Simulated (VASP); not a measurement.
Wanted: the native input for a VASP 6.6.1 run.

| Property | Result |
| --- | --- |
| Task | single point |
| Functional | LDA |
| Potentials or basis | VASP PAW LDA potentials, release 64 (Mo_sv) |
| Cutoff | 500 eV |
| k mesh | 18 × 18 × 18 |
| Occupations | gaussian, width 0.1 eV |
| Spin | no spin polarisation |
| Dipole correction | no |
| Further INCAR settings | ALGO = Normal; EDIFF = 1e-06; NBANDS = 13 |

The structure of Mo lies in POSCAR:

```
Mo
1.0
   -1.5556470502      1.5556470502      1.5556470502
    1.5556470502     -1.5556470502      1.5556470502
    1.5556470502      1.5556470502     -1.5556470502
Mo
1
Direct
    0.0000000000      0.0000000000      0.0000000000
```

One way to write it, as run:

INCAR

```
SYSTEM = Mo
ALGO = Normal ; EDIFF = 1E-6
ENCUT = 500 ; GGA_COMPAT = .False.
ISIF = 2 ; ISMEAR = 0
LASPH = .True. ; LCHARG = .False.
LREAL = .False. ; LWAVE = .False.
NBANDS = 13 ; NELM = 120
PREC = Accurate ; SIGMA = 0.1
```

KPOINTS

```
k-points
0
Gamma
  18 18 18
  0 0 0
```

Potentials or basis: VASP PAW LDA potentials, release 64 (Mo_sv).

Run with:

```sh
$ cat potpaw_LDA.64/Mo_sv/POTCAR > POTCAR
$ mpirun -np 1 vasp_std > vasp.out
```

Results of the run:

```
Pressure               : 1.2 GPa
Band gap on the k mesh : zero (band 7 reaches 17.31 eV, above the bottom of band 8 at 11.63 eV)
```

It took 14 s on 1 thread of Intel(R) Xeon(R) Platinum 8488C (Sapphire Rapids) (shared host), peak memory 0.14 GiB.
